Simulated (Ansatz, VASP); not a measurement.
# SrO: VASP beside Ansatz

Contents of INCAR:

```
PREC = Accurate ; ENCUT = 600
EDIFF = 1E-7 ; ISMEAR = 0
SIGMA = 0.02 ; LREAL = F
LASPH = T ; NELM = 80
ALGO = Normal ; ISIF = 3
LWAVE = F ; LCHARG = F
GGA = CA ; IBRION = 2
NSW = 70 ; EDIFFG = -0.005
```

Contents of KPOINTS:

```
regular mesh
0
Gamma
  9 9 4
```

POSCAR

```
SrO
1.0
    3.5767932952      0.0000000000      0.0000000000
   -1.7883966476      3.0975938577      0.0000000000
    0.0000000000      0.0000000000      6.2429729757
Sr O
2 2
Direct
    0.3333333333      0.6666666667      0.2500000000
    0.6666666667      0.3333333333      0.7500000000
    0.0000000000      0.0000000000      0.0000000000
    0.0000000000      0.0000000000      0.5000000000
```

Input for Ansatz:

```yaml
crystal:
  lattice:
    - [3.5767932952, 0.0, 0.0]
    - [-1.7883966476, 3.0975938577, 0.0]
    - [0.0, 0.0, 6.2429729757]
  atoms:
    - { symbol: Sr, position: [0.3333333333, 0.6666666667, 0.25] }
    - { symbol: Sr, position: [0.6666666667, 0.3333333333, 0.75] }
    - { symbol: O, position: [0.0, 0.0, 0.0] }
    - { symbol: O, position: [0.0, 0.0, 0.5] }
basis:
  ecutwfc: 420
kpoints:
  mp_grid: { grid: [9, 9, 4] }
hamiltonian:
  xc: lda
scf:
  occupations: { method: gaussian, width: 0.02 }
output:
  forces: true
  stress: true
  eigenvalues: true
relax:
  adjacent_minimum: "off"
  f_tol: 0.005
  max_steps: 50
  cell: { stress_tol: 0.05 }
```

Alike in both runs: task relaxation of cell and atoms; functional LDA; k mesh 9 × 9 × 4; occupations gaussian, width 0.02 eV; no spin polarisation.

```csv
,VASP,Ansatz
version,VASP 6.6.1,Ansatz 0.2.0
potentials or method,"VASP PAW LDA potentials, release 64 (Sr_sv, O), cutoff 600 eV","scalar-relativistic, plane waves, PAW"
valence electrons in the cell,32,32
```

|  | VASP | Ansatz | Ansatz less VASP |
| --- | --- | --- | --- |
| gap on the k mesh at the Fermi level, each at its own relaxed structure (eV) | 2.92 | 2.97 | +0.048 |
| relaxed volume (Å³/atom) | 16.05 | 15.94 | -0.111 |
| relaxed length of the cell vector where the two differ most in proportion (Å) | 3.487 | 3.478 | -0.0087 |

LDA's correlation is that of Perdew and Zunger in VASP and of Perdew and Wang (1992) in Ansatz.
